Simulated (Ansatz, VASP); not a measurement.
## InSe: VASP beside Ansatz

```xyz
4
Lattice="2.0000 1.1547 8.4400 -2.0000 1.1547 8.4400 0.0000 -2.3094 8.4400" Properties=species:S:1:pos:R:3 pbc="T T T"
In    0.0000    0.0000    0.0000
In    0.0000    0.0000    2.8206
Se    0.0000    0.0000   15.6098
Se    0.0000    0.0000   20.9675
```

Alike in both runs: task single point; functional PBE; dispersion D3(BJ); k mesh 6 × 6 × 6; occupations gaussian, width 0.1 eV; no spin polarisation.

|  | VASP | Ansatz |
| --- | --- | --- |
| version | VASP 6.6.1 | Ansatz 0.2.0 |
| potentials or method | VASP PAW PBE potentials, release 64 (In_d, Se), cutoff 520 eV | scalar-relativistic, plane waves, PAW |
| valence electrons in the cell | 38 | 58 |

Ansatz gave:

| Item | Value |
| --- | --- |
| gap on the k mesh at the Fermi level (eV) | 0.44 |
| least direct gap on the mesh (eV) | 0.44 |
| pressure (GPa) | 1.0 |
| traceless stress, the component that is largest in VASP (GPa) | -0.92 |
| rms of the force components (eV/Å) | 0.184 |

Question: What did VASP give for the same quantities?

Answer: gap on the k mesh at the Fermi level (eV): 0.43; least direct gap on the mesh (eV): 0.43; pressure (GPa): 1.0; traceless stress, the component that is largest in VASP (GPa): -0.92; rms of the force components (eV/Å): 0.193.

Atom by atom the forces differ by 0.009 eV/Å (rms over components). VASP's potentials hold 38 valence electrons a cell and Ansatz's 58, so a difference there can come from the potentials and not from the codes.
